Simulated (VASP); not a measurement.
# Rh (P6_3/mmc) in VASP: a series of runs, part 2 of 2

VASP 6.6.1.

## Step 6: Single point, LDA

This run uses another cell than the first one, of 15.30 Å³/atom, 1.126 times its volume.

INCAR

```
SYSTEM = Rh
  PREC = Accurate
  ENCUT = 520
  EDIFF = 1E-6
  ISMEAR = 1
  SIGMA = 0.1
  LREAL = .FALSE.
  LASPH = .TRUE.
  NELM = 100
  ALGO = Normal
  ISIF = 2
  LWAVE = .FALSE.
  LCHARG = .TRUE.
  GGA = CA
  LELF = .TRUE.
  LVHAR = .TRUE.
  NBANDS = 22
```

KPOINTS

```
Automatic mesh
0
G
  12 12 7
  0 0 0
```

POSCAR

```
Rh
1.0
    2.7932702326      0.0000000000      0.0000000000
   -1.3966356277      2.4190427855      0.0000000000
    0.0000000000      0.0000000000      4.5294989449
Rh
2
Direct
    0.6666666667      0.3333333333      0.7500000000
    0.3333333333      0.6666666667      0.2500000000
```

Potentials or basis: VASP PAW LDA potentials, release 64 (Rh_pv).

On the command line:

```sh
$ cat potpaw_LDA.64/Rh_pv/POTCAR > POTCAR
$ mpirun -np 1 vasp_std > vasp.out
```

OUTCAR:

```text
SYSTEM = Rh
   PREC = Accurate
   ENCUT = 520
   EDIFF = 1E-6
   ISMEAR = 1
   LREAL = .FALSE.
   LASPH = .TRUE.
   NELM = 100
   ISIF = 2
   GGA = CA

 ion  position               nearest neighbor table
   1  0.667  0.333  0.750-   2 2.78   2 2.78   2 2.78   2 2.78   2 2.78   2 2.78
   2  0.333  0.667  0.250-   1 2.78   1 2.78   1 2.78   1 2.78   1 2.78   1 2.78

  LATTYP: Found a hexagonal cell.
 ALAT       =     2.7932702326
 C/A-ratio  =     1.6215756328

  Lattice vectors:

 A1 = (   2.7932702326,   0.0000000000,   0.0000000000)
 A2 = (  -1.3966356277,   2.4190427855,   0.0000000000)
 A3 = (   0.0000000000,   0.0000000000,   4.5294989449)

Analysis of symmetry for initial positions (statically):
=====================================================================
 Subroutine PRICEL returns:
 Original cell was already a primitive cell.

 Routine SETGRP: Setting up the symmetry group for a
 hexagonal supercell.

 Subroutine GETGRP returns: Found 24 space group operations
 (whereof 12 operations were pure point group operations)
 out of a pool of 24 trial point group operations.

The static configuration has the point symmetry D_3d.
 The point group associated with its full space group is D_6h.

Analysis of symmetry for dynamics (positions and initial velocities):
=====================================================================
 Subroutine PRICEL returns:
 Original cell was already a primitive cell.

 Routine SETGRP: Setting up the symmetry group for a
 hexagonal supercell.

 Subroutine GETGRP returns: Found 24 space group operations
 (whereof 12 operations were pure point group operations)
 out of a pool of 24 trial point group operations.

The dynamic configuration has the point symmetry D_3d.
 The point group associated with its full space group is D_6h.

 Subroutine INISYM returns: Found 24 space group operations
 (whereof 12 operations are pure point group operations),
 and found     1 'primitive' translations

[... 107 lines left out ...]
   EMIN   =  10.00;   EMAX   =-10.00  energy-range for DOS
   EFERMI =   0.00;   METHOD = LEGACY
   ISMEAR =     1;   SIGMA  =   0.10  broadening in eV -4-tet -1-fermi 0-gaus
   EFERMI_NEDOS =   21; number of points for ismear=-14 and -15
   IALGO  =     38    algorithm
   IMIX   =      4    mixing-type and parameters
     AMIX     =   0.40;   BMIX     =  1.00
     AMIX_MAG =   1.60;   BMIX_MAG =  1.00
  volume/ion in A,a.u.               =      15.30       103.27
  Fermi-wavevector in a.u.,A,eV,Ry     =   1.626221  3.073113 35.981917  2.644596
  Thomas-Fermi vector in A             =   2.719216
   LORBIT       =      0    0 simple, 1 ext, 2 COOP (PROOUT), +10 PAW based schemes
   GGA     = CA    functional components
   LHFCALC =     F    Hartree Fock is set to
   AEXX    =    0.0000 exact exchange contribution
   IVDW    =     0    specifies the selected vdW correction
   LEPSILON=     F    determine dielectric tensor
   LRPA    =     F    only Hartree local field effects (RPA)
 non-spin polarized calculation
 Methfessel and Paxton  Order N= 1 SIGMA  =   0.10
  energy-cutoff  :      520.00
  volume of cell :       30.61
 maximum number of plane-waves:       838
 NGX is ok and might be reduce to    24
   NGX = 11   NGY = 11   NGZ = 17

 number of electron      29.9999998 magnetization

 Free energy of the ion-electron system (eV)
  ---------------------------------------------------
  ext. energy  EPLUGINS =         0.00000000
  ---------------------------------------------------
  free energy    TOTEN  =       -16.84621873 eV

  energy without entropy =      -16.84449525  energy(sigma->0) =      -16.84564424

 E-fermi :   9.9308     XC(G=0): -13.6792

 val. band max:        9.9290435296   @ k =   0.2500   0.1667   0.1429
 cond. band min:       9.9426992768   @ k =   0.0833  -0.0000   0.2857
 fundamental gap:      0.0136557473
 Fermi energy:         9.9308411732

 k-point     1 :       0.0000    0.0000    0.0000
  band No.  band energies     occupation
      1     -36.6720      2.00000
      2     -36.2123      2.00000
      3     -36.2123      2.00000
      4     -36.1506      2.00000
      5     -36.1368      2.00000
      6     -36.1368      2.00000
[... 589 lines left out ...]
     21      24.4007      0.00000
     22      24.8173      0.00000

 [... further k-points ...]
[... 5 lines left out ...]
  --------------------------------------------------------------------------------------
  -------------------------------------------------------------------------------------
  Total       -5.8235333     -5.8235324     -5.9137651      0.0000012     -0.0000000      0.0000000
  in kB     -304.8530052   -304.8529559   -309.5764989      0.0000644     -0.0000000      0.0000000
  external PRESSURE =    -306.4274867 kB  Pullay stress =       0.0000000 kB

 VOLUME and BASIS-vectors are now :
 -----------------------------------------------------------------------------
  energy-cutoff  :      520.00
  volume of cell :       30.61
      direct lattice vectors                 reciprocal lattice vectors
     2.793270233  0.000000000  0.000000000     0.358003314  0.206693402  0.000000000
    -1.396635628  2.419042785  0.000000000     0.000000000  0.413386653  0.000000000
     0.000000000  0.000000000  4.529498945     0.000000000  0.000000000  0.220774971

 POSITION                                       TOTAL-FORCE (eV/Angst)
 -----------------------------------------------------------------------------------
      1.39663      0.80635      3.39712        -0.000000      0.000000      0.000000
     -0.00000      1.61270      1.13237         0.000000      0.000000      0.000000
 -----------------------------------------------------------------------------------
    total drift:                                0.000000     -0.000000      0.000000

  FREE ENERGIE OF THE ION-ELECTRON SYSTEM (eV)
  ---------------------------------------------------
  free  energy   TOTEN  =       -16.8462187339 eV

  energy  without entropy=      -16.8444952516  energy(sigma->0) =      -16.84564424
```

stdout:

```text
POSCAR found type information on POSCAR Rh
 POSCAR found :  1 types and       2 ions
 scaLAPACK will be used
 LDA part: xc-table for (Slater(with rela. corr.)+CA(PZ))
 , standard interpolation
 POSCAR, INCAR and KPOINTS ok, starting setup
 FFT: planning ... GRIDC
 FFT: planning ... GRID_SOFT
 FFT: planning ... GRID
 WAVECAR not read
 entering main loop
```

It took 24 s on 1 thread of Intel Xeon Platinum 8488C (Sapphire Rapids), shared host; peak memory 0.16 GiB.

Results:

```
Free energy            : -16.8462 eV
Pressure               : -30.6 GPa
Band gap on the k mesh : zero (band 15 reaches 10.42 eV, above the bottom of band 16 at 8.40 eV)
```

Stress tensor (GPa, compression positive):
```
-30.49   0.00   0.00
  0.00 -30.49   0.00
  0.00   0.00 -30.96
```

## Step 7: The runs side by side

| cell | gap on the mesh (eV) | pressure (GPa) |
| --- | --- | --- |
| a = 2.685, b = 2.685, c = 4.353 Å, angles 90.0, 90.0, 120.0°, 2 atoms | none | -6.3 |
| a = 2.713, b = 2.713, c = 4.399 Å, angles 90.0, 90.0, 120.0°, 2 atoms | none | -14.4 |
| a = 2.740, b = 2.740, c = 4.443 Å, angles 90.0, 90.0, 120.0°, 2 atoms | none | -20.9 |
| a = 2.767, b = 2.767, c = 4.487 Å, angles 90.0, 90.0, 120.0°, 2 atoms | none | -26.3 |
| a = 2.793, b = 2.793, c = 4.529 Å, angles 90.0, 90.0, 120.0°, 2 atoms | none | -30.6 |

Alike in all rows: task single point; level LDA; potentials or basis VASP PAW LDA potentials, release 64 (Rh_pv); no spin polarisation; k mesh 12 × 12 × 7; cutoff (eV) 520; smearing methfessel-paxton 0.1 eV.

Total energies depend on the potentials used, so only differences within one code and one set of settings carry meaning.
